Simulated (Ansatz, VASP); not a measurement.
Two plane-wave programs on Pt

```xyz
3
Lattice="4.3508 0.0000 0.0000 -2.1754 3.7679 0.0000 0.0000 0.0000 2.5937" Properties=species:S:1:pos:R:3 pbc="T T T"
Pt    4.3508    0.0000    0.0000
Pt    0.0000    2.5119    1.2968
Pt    2.1754    1.2560    1.2968
```

Alike in both runs: task single point; functional PBEsol; k mesh 9 × 9 × 13; occupations fermi-dirac, width 0.1 eV; no spin polarisation.

|  | VASP | Ansatz |
| --- | --- | --- |
| version | VASP 6.6.1 | Ansatz 0.2.0 |
| potentials or method | VASP PAW PBE potentials, release 64 (Pt), cutoff 520 eV | plane waves (420 eV) with PAW, scalar-relativistic |
| valence electrons in the cell | 30 | 54 |

|  | VASP | Ansatz | Ansatz less VASP |
| --- | --- | --- | --- |
| pressure (GPa) | 27.9 | 28.3 | +0.40 |
| traceless stress, the component that is largest in VASP (GPa) | 0.97 | 0.93 | -0.038 |

VASP's potentials were made for PBE, not for PBEsol, and Ansatz warns of the same on its side. With one functional, cell and mesh, what is left measures potentials, basis and numerics. VASP's potentials hold 30 valence electrons a cell and Ansatz's 54, so a difference there can come from the potentials and not from the codes.

Spin-orbit coupling is off throughout.
